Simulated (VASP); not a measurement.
Runs of VASP 6.6.1 on BeTe. The structure is that of space group F-43m (No. 216), or close to it. The cells are those of the table. 

```tsv
cell	k mesh	smearing	gap on the mesh (eV)	pressure (GPa)
a = 3.960, b = 3.960, c = 4.000 Å, angles 59.7, 59.7, 60.7°, 2 atoms	8 × 8 × 8	fermi-dirac 0.02 eV	1.80	1.6
a = 3.980, b = 3.980, c = 4.000 Å, angles 59.8, 59.8, 60.3°, 2 atoms	4 × 4 × 4	gaussian 0.01 eV	1.89	1.4
a = 3.960, b = 3.960, c = 4.000 Å, angles 59.7, 59.7, 60.7°, 2 atoms	4 × 4 × 4	gaussian 0.01 eV	1.79	2.0
a = 4.040, b = 4.040, c = 4.000 Å, angles 60.3, 60.3, 59.3°, 2 atoms	4 × 4 × 4	gaussian 0.01 eV	1.97	-0.4
a = 3.941, b = 3.941, c = 4.000 Å, angles 59.5, 59.5, 61.0°, 2 atoms	8 × 8 × 8	fermi-dirac 0.02 eV	1.69	(b)
a = 4.040, b = 4.040, c = 4.000 Å, angles 60.3, 60.3, 59.3°, 2 atoms	8 × 8 × 8	fermi-dirac 0.02 eV	1.98	-0.8
a = 4.020, b = 4.020, c = 4.000 Å, angles 60.2, 60.2, 59.7°, 2 atoms	8 × 8 × 8	fermi-dirac 0.02 eV	(a)	-0.2
a = 3.941, b = 3.941, c = 4.000 Å, angles 59.5, 59.5, 61.0°, 2 atoms	4 × 4 × 4	gaussian 0.01 eV	1.68	2.7
```

Alike in all rows: task single point; level PBE; potentials or basis VASP PAW PBE potentials, release 64 (Be, Te); no spin polarisation; cutoff (eV) 600.

Task: Estimate the missing entries.

Result: (a) 1.99; (b) 2.2.

Caveats: some runs use coarse meshes; spin-orbit coupling is left out, which moves the levels of the heavy elements.

A k mesh can miss the band edges, and the runs leave out spin-orbit coupling on Te.
